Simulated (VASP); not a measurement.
Wanted: the native input for a VASP 6.6.1 run.

```yaml
Task: single point
Functional: PBE
Potentials_or_basis: VASP PAW PBE potentials, release 64 (Ti_sv)
Cutoff: 520 eV
k_mesh: 14 × 14 × 14
Occupations: fermi-dirac, width 0.05 eV
Spin: no spin polarisation
Dipole_correction: no
Further_INCAR_settings: ALGO = Normal; EDIFF = 1e-07; NBANDS = 12
```

The structure of Ti lies in POSCAR:

```
Ti
1.0
   -1.6188216056      1.6188216056      1.6188216056
    1.6188216056     -1.6188216056      1.6188216056
    1.6188216056      1.6188216056     -1.6188216056
Ti
1
Direct
    0.0000000000      0.0000000000      0.0000000000
```

This cell differs from its parent crystal: volume scaled by 0.96.

One way to write it, as run:

INCAR

```
  PREC = Accurate
  ENCUT = 520
  EDIFF = 1E-7
  ISMEAR = -1
  SIGMA = 0.05
  LREAL = F
  LASPH = T
  NELM = 60
  ALGO = Normal
  ISIF = 2
  LWAVE = F
  LCHARG = F
  GGA = PE
  NBANDS = 12
```

KPOINTS

```
Automatic mesh
0
Gamma
  14 14 14
```

Potentials or basis: VASP PAW PBE potentials, release 64 (Ti_sv).

The run is started by

```console
$ cat potpaw_PBE.64/Ti_sv/POTCAR > POTCAR
$ mpirun -np 1 vasp_std > vasp.out
```

Results of the run:

```yaml
Pressure: 1.6 GPa
Band_gap_on_the_k_mesh: zero (band 6 reaches 9.34 eV, above the bottom of band 7 at 7.67 eV)
```

Wall time 22 s on 1 thread of Intel Xeon 8259CL (shared host), peak memory 0.15 GiB.
